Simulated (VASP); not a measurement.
# WS2 in VASP: notebook

Runs on WS2. Level: PBEsol. Tasks: single point.

Everything below comes from runs of VASP 6.6.1. Logs are shortened: lines on timing, memory, paths and dates and some standing lists are left out, and cuts for length are marked.

### 1 The cell of the first run

The cell holds a slab with vacuum, 3 atoms: a = 3.184 Å, b = 3.184 Å, c = 16.951 Å, α = 90.00°, β = 90.00°, γ = 120.00°.

### 2 Single point, PBEsol

Input file INCAR:

```
SYSTEM = WS2
ALGO = Normal
EDIFF = 1E-7
ENCUT = 520
GGA = PS
ISIF = 2
ISMEAR = 0
LASPH = .TRUE.
LCHARG = .FALSE.
LREAL = .FALSE.
LWAVE = .FALSE.
NBANDS = 20
NELM = 100
PREC = Accurate
SIGMA = 0.1
```

Input file KPOINTS:

```
k-points
0
G
  3 3 1
  0 0 0
```

Input file POSCAR:

```
WS2
1.0
    3.1835160000      0.0000000000      0.0000000000
   -1.5917580000      2.7570060000      0.0000000000
    0.0000000000      0.0000000000     16.9505780000
W S
1 2
Direct
    0.3333333333      0.6666666667      0.0000000000
    0.6666666667      0.3333333333      0.9079990000
    0.6666666667      0.3333333333      0.0920010000
```

Potentials or basis: VASP PAW PBE potentials, release 64 (W_sv, S).

Run with:

```console
$ cat potpaw_PBE.64/W_sv/POTCAR potpaw_PBE.64/S/POTCAR > POTCAR
$ mpirun -np 1 vasp_std > vasp.out
```

OUTCAR:

```text
SYSTEM = WS2
   EDIFF = 1E-7
   ENCUT = 520
   GGA = PS
   ISIF = 2
   ISMEAR = 0
   LASPH = .TRUE.
   LREAL = .FALSE.
   NELM = 100
   PREC = Accurate

 ion  position               nearest neighbor table
   1  0.333  0.667  0.000-   2 2.41   3 2.41   2 2.41   3 2.41   2 2.41   3 2.41
   2  0.667  0.333  0.908-   1 2.41   1 2.41   1 2.41
   3  0.667  0.333  0.092-   1 2.41   1 2.41   1 2.41

  LATTYP: Found a hexagonal cell.
 ALAT       =     3.1835160000
 C/A-ratio  =     5.3244833700

  Lattice vectors:

 A1 = (   3.1835160000,   0.0000000000,   0.0000000000)
 A2 = (  -1.5917580000,   2.7570060000,   0.0000000000)
 A3 = (   0.0000000000,   0.0000000000,  16.9505780000)

Analysis of symmetry for initial positions (statically):
=====================================================================
 Subroutine PRICEL returns:
 Original cell was already a primitive cell.

 Routine SETGRP: Setting up the symmetry group for a
 hexagonal supercell.

 Subroutine GETGRP returns: Found 12 space group operations
 (whereof 12 operations were pure point group operations)
 out of a pool of 24 trial point group operations.

The static configuration has the point symmetry D_3h.

Analysis of symmetry for dynamics (positions and initial velocities):
=====================================================================
 Subroutine PRICEL returns:
 Original cell was already a primitive cell.

 Routine SETGRP: Setting up the symmetry group for a
 hexagonal supercell.

 Subroutine GETGRP returns: Found 12 space group operations
 (whereof 12 operations were pure point group operations)
 out of a pool of 24 trial point group operations.

The dynamic configuration has the point symmetry D_3h.

 Subroutine INISYM returns: Found 12 space group operations
 (whereof 12 operations are pure point group operations),
 and found     1 'primitive' translations

----------------------------------------------------------------------------------------

                                     Primitive cell

  volume of cell :     148.7748

  direct lattice vectors                    reciprocal lattice vectors
     3.183516000  0.000000000  0.000000000     0.314118101  0.181356152  0.000000000
    -1.591758000  2.757006000  0.000000000     0.000000000  0.362712305  0.000000000
     0.000000000  0.000000000 16.950578000     0.000000000  0.000000000  0.058995038

  length of vectors
     3.183516000  3.183516234 16.950578000     0.362712331  0.362712305  0.058995038

  position of ions in fractional coordinates (direct lattice)
     0.333333333  0.666666667  0.000000000
     0.666666667  0.333333333  0.907999000
     0.666666667  0.333333333  0.092001000

  ion indices of the primitive-cell ions
   primitive index   ion index
                 1           1
                 2           2
                 3           3

----------------------------------------------------------------------------------------

 KPOINTS: k-points

Automatic generation of k-mesh.
 Grid dimensions read from file:
 generate k-points for:    3    3    1

 Generating k-lattice:

  Cartesian coordinates                     Fractional coordinates (reciprocal lattice)
     0.104706034  0.060452051  0.000000000     0.333333333  0.000000000  0.000000000
     0.000000000  0.120904102  0.000000000     0.000000000  0.333333333  0.000000000
     0.000000000  0.000000000  0.058995038     0.000000000  0.000000000  1.000000000

  Length of vectors
     0.120904110  0.120904102  0.058995038

  Shift w.r.t. Gamma in fractional coordinates (k-lattice)
     0.000000000  0.000000000  0.000000000

 Subroutine IBZKPT returns following result:
 ===========================================

 Found      3 irreducible k-points:

 Following reciprocal coordinates:
            Coordinates               Weight
  0.000000  0.000000  0.000000      1.000000
  0.333333 -0.000000  0.000000      6.000000
  0.333333  0.333333  0.000000      2.000000
   k-points           NKPTS =      3   k-points in BZ     NKDIM =      3   number of bands    NBANDS=     20
   number of dos      NEDOS =    301   number of ions     NIONS =      3
   total plane-waves  NPLWV =  72576
   dimension x,y,z NGX =    24 NGY =   24 NGZ =  126
   dimension x,y,z NGXF=    48 NGYF=   48 NGZF=  252
   ions per type =               1   2
   NGX,Y,Z   is equivalent  to a cutoff of  12.53, 12.53, 12.36 a.u.
   NGXF,Y,Z  is equivalent  to a cutoff of  25.07, 25.07, 24.72 a.u.
 SYSTEM =  WS2
   PREC   = accura    normal or accurate (medium, high low for compatibility)
   ISTART =      0    job   : 0-new  1-cont  2-samecut
   ICHARG =      2    charge: 1-file 2-atom 10-const
   ISPIN  =      1    spin polarized calculation?
   LNONCOLLINEAR =      F non collinear calculations
   LSORBIT =      F    spin-orbit coupling
   LASPH  =      T    aspherical Exc in radial PAW
   ENCUT  =  520.0 eV  38.22 Ry    6.18 a.u.   5.92  5.92 31.52*2*pi/ulx,y,z
   NELM   =    100;   NELMIN=  2; NELMDL= -5     # of ELM steps
   EDIFF  = 0.1E-06   stopping-criterion for ELM
   LREAL  =      F    real-space projection
   EDIFFG = 0.1E-05   stopping-criterion for IOM
   NSW    =      0    number of steps for IOM
   IBRION =     -1    ionic relax: 0-MD 1-quasi-New 2-CG
   NFREE  =      0    steps in history (QN), initial steepest desc. (CG)
   ISIF   =      2    stress and relaxation
   ISYM   =      2    0-nonsym 1-usesym 2-fastsym
   POTIM  = 0.5000    time-step for ionic-motion
   TEBEG  =    0.0;   TEEND  =   0.0 temperature during run
   PSTRESS=    0.0 pullay stress
   NELECT =      26.0000    total number of electrons
   NUPDOWN=      -1.0000    fix difference up-down
   EMIN   =  10.00;   EMAX   =-10.00  energy-range for DOS
   EFERMI =   0.00;   METHOD = LEGACY
   ISMEAR =     0;   SIGMA  =   0.10  broadening in eV -4-tet -1-fermi 0-gaus
   EFERMI_NEDOS =   21; number of points for ismear=-14 and -15
   IALGO  =     38    algorithm
   IMIX   =      4    mixing-type and parameters
     AMIX     =   0.40;   BMIX     =  1.00
     AMIX_MAG =   1.60;   BMIX_MAG =  1.00
  volume/ion in A,a.u.               =      49.59       334.66
  Fermi-wavevector in a.u.,A,eV,Ry     =   0.915285  1.729637 11.398227  0.837746
  Thomas-Fermi vector in A             =   2.040009
   LORBIT       =      0    0 simple, 1 ext, 2 COOP (PROOUT), +10 PAW based schemes
   GGA     = PS    functional components
   LHFCALC =     F    Hartree Fock is set to
   AEXX    =    0.0000 exact exchange contribution
   IVDW    =     0    specifies the selected vdW correction
   LEPSILON=     F    determine dielectric tensor
   LRPA    =     F    only Hartree local field effects (RPA)
 non-spin polarized calculation
 Gauss-broadening in eV      SIGMA  =   0.10
  energy-cutoff  :      520.00
  volume of cell :      148.77
 maximum number of plane-waves:      4014
 NGX is ok and might be reduce to    24
   NGX = 11   NGY = 11   NGZ = 63

 number of electron      25.9999999 magnetization

 Free energy of the ion-electron system (eV)
  ---------------------------------------------------
  ext. energy  EPLUGINS =         0.00000000
  ---------------------------------------------------
  free energy    TOTEN  =       -25.21562344 eV

  energy without entropy =      -25.21562344  energy(sigma->0) =      -25.21562344

 E-fermi :  -0.5664     XC(G=0):  -4.5631

 val. band max:       -1.2234227504   @ k =   0.3333   0.3333   0.0000
 cond. band min:       0.5355883103   @ k =   0.3333   0.3333   0.0000
 fundamental gap:      1.7590110607
 Fermi energy:        -0.5663782513

 k-point     1 :       0.0000    0.0000    0.0000
  band No.  band energies     occupation
      1     -75.1441      2.00000
      2     -39.4605      2.00000
      3     -39.2135      2.00000
      4     -39.2135      2.00000
      5     -16.0489      2.00000
      6     -14.3832      2.00000
[... 12 lines left out ...]
     19       4.3074      0.00000
     20       4.3122      0.00000

 k-point     2 :       0.3333   -0.0000    0.0000
  band No.  band energies     occupation
      1     -75.1315      2.00000
      2     -39.4671      2.00000
      3     -39.4141      2.00000
      4     -39.2732      2.00000
      5     -14.5640      2.00000
      6     -13.8547      2.00000
[... 12 lines left out ...]
     19       6.0261      0.00000
     20       6.0585      0.00000

 k-point     3 :       0.3333    0.3333    0.0000
  band No.  band energies     occupation
      1     -75.1251      2.00000
      2     -39.4653      2.00000
      3     -39.4308      2.00000
      4     -39.3908      2.00000
      5     -13.5867      2.00000
      6     -13.4731      2.00000
[... 12 lines left out ...]
     19       5.8117      0.00000
     20       8.0474      0.00000

------------------------ aborting loop because EDIFF is reached ----------------------------------------

  FORCE on cell =-STRESS in cart. coord.  units (eV):
  Direction    XX          YY          ZZ          XY          YZ          ZX
  --------------------------------------------------------------------------------------
  -------------------------------------------------------------------------------------
  Total       -1.0853153     -1.0853155     -0.9254748      0.0000000     -0.0000000      0.0000000
  in kB      -11.6879208    -11.6879231     -9.9665747      0.0000000     -0.0000000      0.0000000
  external PRESSURE =     -11.1141395 kB  Pullay stress =       0.0000000 kB

 VOLUME and BASIS-vectors are now :
 -----------------------------------------------------------------------------
  energy-cutoff  :      520.00
  volume of cell :      148.77
      direct lattice vectors                 reciprocal lattice vectors
     3.183516000  0.000000000  0.000000000     0.314118101  0.181356152  0.000000000
    -1.591758000  2.757006000  0.000000000     0.000000000  0.362712305  0.000000000
     0.000000000  0.000000000 16.950578000     0.000000000  0.000000000  0.058995038

 POSITION                                       TOTAL-FORCE (eV/Angst)
 -----------------------------------------------------------------------------------
     -0.00000      1.83800      0.00000         0.000000     -0.000000      0.000000
      1.59176      0.91900     15.39111        -0.000000      0.000000      0.287590
      1.59176      0.91900      1.55947        -0.000000      0.000000     -0.287590
 -----------------------------------------------------------------------------------
    total drift:                                0.000000      0.000003     -0.000000

  FREE ENERGIE OF THE ION-ELECTRON SYSTEM (eV)
  ---------------------------------------------------
  free  energy   TOTEN  =       -25.2156234443 eV

  energy  without entropy=      -25.2156234443  energy(sigma->0) =      -25.21562344
```

Run time: 34 s. Hardware: 1 thread of Intel Xeon 8259CL, shared host; peak memory 0.24 GiB.

Results:

- Free energy: -25.2156 eV
- Largest force: 0.288 eV/Å
- Band gap on the k mesh: 1.76 eV, direct

Forces in eV/Å, atoms in the order of the input:
```
W    0.000  0.000  0.000
S    0.000  0.000  0.288
S    0.000  0.000 -0.288
```

Caveat: the k points lie up to 0.76 Å⁻¹ apart; the PAW data sets were made with another functional, which shifts forces and pressure a little; spin-orbit coupling is left out, which moves the levels of the heavy elements.

(Continued in part 2 of 2.)
